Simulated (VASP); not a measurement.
Set up this calculation in VASP 6.6.1, as the native input.

```
Task                   : single point
Functional             : PBE
Potentials or basis    : VASP PAW PBE potentials, release 64 (Na_pv, H)
Cutoff                 : 520 eV
k mesh                 : 12 × 12 × 12
Occupations            : fermi-dirac, width 0.08 eV
Spin                   : no spin polarisation
Dipole correction      : no
Further INCAR settings : ALGO = Normal; EDIFF = 1e-06; NBANDS = 11
```

The structure of NaH (CsCl type) lies in POSCAR:

```
NaH
1.0
    2.6065812060      0.0000000000      0.0000000000
    0.0000000000      2.6065812060      0.0000000000
    0.0000000000      0.0000000000      2.6065812060
Na H
1 1
Direct
    0.0000000000      0.0000000000      0.0000000000
    0.5000000000      0.5000000000      0.5000000000
```

This cell differs from its parent crystal: volume scaled by 0.68.

The input as run:

INCAR

```
SYSTEM = NaH
PREC     = Accurate       ! precision mode
ENCUT    = 520            ! plane-wave cutoff, eV
EDIFF    = 1E-6           ! SCF threshold, eV
ISMEAR   = -1             ! smearing method
SIGMA    = 0.08           ! smearing width, eV
LREAL    = .False.        ! projectors in reciprocal space
LASPH    = .True.         ! aspherical terms in the spheres
NELM     = 100            ! most SCF steps
ALGO     = Normal         ! electronic algorithm
ISIF     = 2              ! what is computed and relaxed
LWAVE    = .False.        ! write WAVECAR
LCHARG   = .False.        ! write CHGCAR
GGA      = PE             ! functional
NBANDS   = 11             ! bands
```

KPOINTS

```
regular mesh
0
Gamma
  12 12 12
  0 0 0
```

Potentials or basis: VASP PAW PBE potentials, release 64 (Na_pv, H).

Command:

```bash
$ cat potpaw_PBE.64/Na_pv/POTCAR potpaw_PBE.64/H/POTCAR > POTCAR
$ mpirun -np 1 vasp_std > vasp.out
```

It gave:

```json
{
  "Pressure": "18.7 GPa",
  "Band gap on the k mesh": "1.07 eV, indirect (least direct gap 5.62 eV)"
}
```

Run time: 8.7 s on 1 thread of Intel(R) Xeon(R) Platinum 8259CL CPU @ 2.50GHz (Skylake/Cascade Lake), with other jobs on the host, peak memory 0.13 GiB.
